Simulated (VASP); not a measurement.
**InO5: single point with PBE**

The system is InO5.

```
CELL_PARAMETERS angstrom
4.66837 0.00000 0.00000
-2.33419 4.04293 0.00000
0.00000 0.00000 3.89191
ATOMIC_POSITIONS crystal
In 0.00000 0.00000 0.00000
O 0.50000 0.00000 0.50000
O 0.50000 0.50000 0.50000
O 0.00000 0.50000 0.50000
O 0.33333 0.66667 0.00000
O 0.66667 0.33333 0.00000
```

The cell was generated, and may not be a known phase.

```yaml
Program: VASP 6.6.1
Task: single point
Functional: PBE
Potentials_or_basis: VASP PAW PBE potentials, release 64 (In_d, O)
Cutoff: 520 eV
k_mesh: 6 × 6 × 4
Occupations: gaussian, width 0.1 eV
Spin: collinear spin, ferromagnetic start
Starting_moments: "[0.0, 1.0, 1.0, 1.0, 1.0, 1.0] μB"
Dipole_correction: no
Further_INCAR_settings: ALGO = Normal; EDIFF = 1e-06; NBANDS = 34
```

- Pressure: -14.4 GPa
- Net moment: 3.34 μB per cell
- Site moments: In -0.08; O +0.56, +0.67 (each value once) μB
- Valence electrons inside the program's atomic spheres: In 10.84; O 4.61, 4.66 (each value once)

Stress tensor (GPa, compression positive):
```
-20.73   0.00   0.00
  0.00 -20.73   0.00
  0.00   0.00  -1.85
```

Levels at points of the mesh, in eV from the Fermi level:
Spin up:
```
           k point  band 19  band 20  band 21  band 22  band 23  band 24  band 25  band 26  band 27  band 28
(0.00, 0.00, 0.00)    -1.89    -1.89    -1.20    -1.20    -0.26     0.58     0.58     0.58     7.72     7.72
(0.50, 0.00, 0.00)    -1.90    -1.88    -0.98    -0.70    -0.38     0.22     0.57     0.96     6.23     7.03
(0.00, 0.00, 0.50)    -1.86    -0.33    -0.25    -0.15    -0.15     0.08     0.53     0.53     3.05     7.15
(0.50, 0.00, 0.50)    -1.11    -1.08    -0.82    -0.45    -0.36    -0.33     0.39     0.98     4.53     7.35
```
Spin down:
```
           k point  band 17  band 18  band 19  band 20  band 21  band 22  band 23  band 24
(0.00, 0.00, 0.00)    -1.62    -0.38    -0.36    -0.36    -0.11    -0.11     0.96     1.27
(0.50, 0.00, 0.00)    -1.24    -1.06    -0.83    -0.38    -0.13     0.47     1.35     1.36
(0.00, 0.00, 0.50)    -0.94    -0.94    -0.43     0.69     0.97     1.21     1.26     1.26
(0.50, 0.00, 0.50)    -1.12    -0.74     0.00     0.18     0.49     0.78     1.05     1.20
```

Run time: 2.5 min on 1 thread of Intel Xeon 8259CL (shared host), peak memory 0.26 GiB.

Caveat: the k points lie up to 0.40 Å⁻¹ apart; spin-orbit coupling is left out, which moves the levels of the heavy elements.
